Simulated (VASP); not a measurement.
Here is a VASP 6.6.1 calculation.

The input INCAR:

```
ALGO     = Normal         # electronic algorithm
EDIFF    = 1E-6           # SCF threshold, eV
ENCUT    = 520            # plane-wave cutoff, eV
GGA      = PE             # functional
ISIF     = 2              # what is computed and relaxed
ISMEAR   = 0              # smearing method
LASPH    = T              # aspherical terms in the spheres
LCHARG   = T              # write CHGCAR
LELF     = T              # ELF
LREAL    = F              # projectors in reciprocal space
LVHAR    = T            
LWAVE    = F              # write WAVECAR
NBANDS   = 24             # bands
NELM     = 80             # most SCF steps
PREC     = Accurate       # precision mode
SIGMA    = 0.01           # smearing width, eV
```

File KPOINTS:

```
k-points
0
Gamma
  5 5 5
```

File POSCAR:

```
KMgF3
1.0
    3.7223857876      0.0000000000      0.0000000000
    0.0000000000      3.7223857876      0.0000000000
    0.0000000000      0.0000000000      3.7223857876
K Mg F
1 1 3
Direct
    0.5000000000      0.5000000000      0.5000000000
    0.0000000000      0.0000000000      0.0000000000
    0.5000000000      0.0000000000      0.0000000000
    0.0000000000      0.5000000000      0.0000000000
    0.0000000000      0.0000000000      0.5000000000
```

Potentials or basis: VASP PAW PBE potentials, release 64 (K_sv, Mg, F).

Run with:

```console
$ cat potpaw_PBE.64/K_sv/POTCAR potpaw_PBE.64/Mg/POTCAR potpaw_PBE.64/F/POTCAR > POTCAR
$ mpirun -np 1 vasp_std > vasp.out
```

(1) Estimate the band gap on the k mesh.

(2) Estimate the pressure.

Results:

(1) 9.15 eV, indirect (least direct gap 9.37 eV).

(2) 29.8 GPa.
